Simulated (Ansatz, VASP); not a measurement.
# One calculation of Be4Se3, two programs

```
Be Se
1.0
     0.00000    3.87675    3.87675
     3.87675    0.00000    3.87675
     3.87675    3.87675    0.00000
Be Se
4 3
Direct
  0.10106 0.10106 0.10106
  0.10106 0.10106 0.69683
  0.10106 0.69683 0.10106
  0.69683 0.10106 0.10106
  0.25000 0.25000 0.25000
  0.75000 0.75000 0.75000
  0.50000 0.50000 0.50000
```

Alike in both runs: task relaxation of cell and atoms; functional PBE; k mesh 4 × 4 × 4; occupations gaussian, width 0.1 eV; no spin polarisation.

|  | VASP | Ansatz |
| --- | --- | --- |
| version | VASP 6.6.1 | Ansatz 0.2.0 |
| potentials or method | VASP PAW PBE potentials, release 64 (Be, Se), cutoff 600 eV | scalar-relativistic, plane waves, PAW |
| valence electrons in the cell | 26 | 56 |

Ansatz gave:

* gap on the k mesh at the Fermi level, each at its own relaxed structure (eV): none
* relaxed volume (Å³/atom): 16.71
* relaxed cell length with the largest relative difference (Å): 5.490

What did VASP give for the same quantities?

gap on the k mesh at the Fermi level, each at its own relaxed structure (eV): none; relaxed volume (Å³/atom): 16.79; relaxed cell length with the largest relative difference (Å): 5.499.

A gap of «none» marks a metal or a gap that the smearing closes. VASP's potentials hold 26 valence electrons a cell and Ansatz's 56, so a difference there can come from the potentials and not from the codes.
